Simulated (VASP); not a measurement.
A run of VASP 6.6.1 is set up as follows.

INCAR

```
SYSTEM = LiH
  PREC = Accurate
  ENCUT = 520
  EDIFF = 1E-7
  ISMEAR = -1
  SIGMA = 0.02
  LREAL = .False.
  LASPH = .True.
  NELM = 80
  ALGO = Normal
  ISIF = 2
  LWAVE = .False.
  LCHARG = .False.
  GGA = PE
  NBANDS = 9
```

KPOINTS

```
regular mesh
0
Gamma
  10 10 10
  0 0 0
```

POSCAR

```
LiH
1.0
    0.0000000000      1.9984726927      1.9984726927
    1.9822850639      0.0000000000      1.9984726927
    1.9822850639      1.9984726927      0.0000000000
Li H
1 1
Direct
    0.0000000000      0.0000000000      0.0000000000
    0.5000000000      0.5000000000      0.5000000000
```

Potentials or basis: VASP PAW PBE potentials, release 64 (Li_sv, H).

The run is started by

```sh
$ cat potpaw_PBE.64/Li_sv/POTCAR potpaw_PBE.64/H/POTCAR > POTCAR
$ mpirun -np 1 vasp_std > vasp.out
```

**Question.** Estimate the band gap on the k mesh.

**Answer.** 2.89 eV, indirect (least direct gap 2.95 eV).

Caveat: the cell differs from its parent crystal (uniaxial x strain -0.8%). A k mesh can miss the band edges.
